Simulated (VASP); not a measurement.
Here is a VASP 6.6.1 calculation.

Contents of INCAR:

```
  ALGO = Normal
  EDIFF = 1E-7
  ENCUT = 520
  GGA = PE
  ISIF = 2
  ISMEAR = -1
  LASPH = T
  LCHARG = F
  LREAL = F
  LWAVE = F
  NBANDS = 31
  NELM = 100
  PREC = Accurate
  SIGMA = 0.02
```

Contents of KPOINTS:

```
Automatic mesh
0
Gamma
  4 4 4
  0 0 0.5
```

POSCAR

```
In2BiSb
1.0
    4.7129019346      0.0000000000      0.0000000000
    0.0000000000      4.7129019346      0.0000000000
    0.0000000000      0.0000000000      6.6420055272
Sb In Bi
1 2 1
Direct
    0.0000000000      0.0000000000      0.0000000000
    0.0000000000      0.5000000000      0.7566036936
    0.5000000000      0.0000000000      0.2433963064
    0.5000000000      0.5000000000      0.5000000000
```

Potentials or basis: VASP PAW PBE potentials, release 64 (Sb, In_d, Bi_d).

Launch:

```console
$ cat potpaw_PBE.64/Sb/POTCAR potpaw_PBE.64/In_d/POTCAR potpaw_PBE.64/Bi_d/POTCAR > POTCAR
$ mpirun -np 1 vasp_std > vasp.out
```

Question: Estimate the pressure.

Answer: 1.5 GPa.

Question: Predict the largest force.

Answer: 0.014 eV/Å.

Question: Predict the band gap on the k mesh.

Answer: 0.55 eV (least direct gap 0.59 eV).

Forces on the atoms (eV/Å):
```
Sb   0.000  0.000  0.000
In   0.000  0.000  0.014
In   0.000  0.000 -0.014
Bi   0.000  0.000  0.000
```

Caveat: spin-orbit coupling is left out, which moves the levels of the heavy elements; a shifted mesh leaves out Γ, where band edges can lie. A k mesh can miss the band edges.
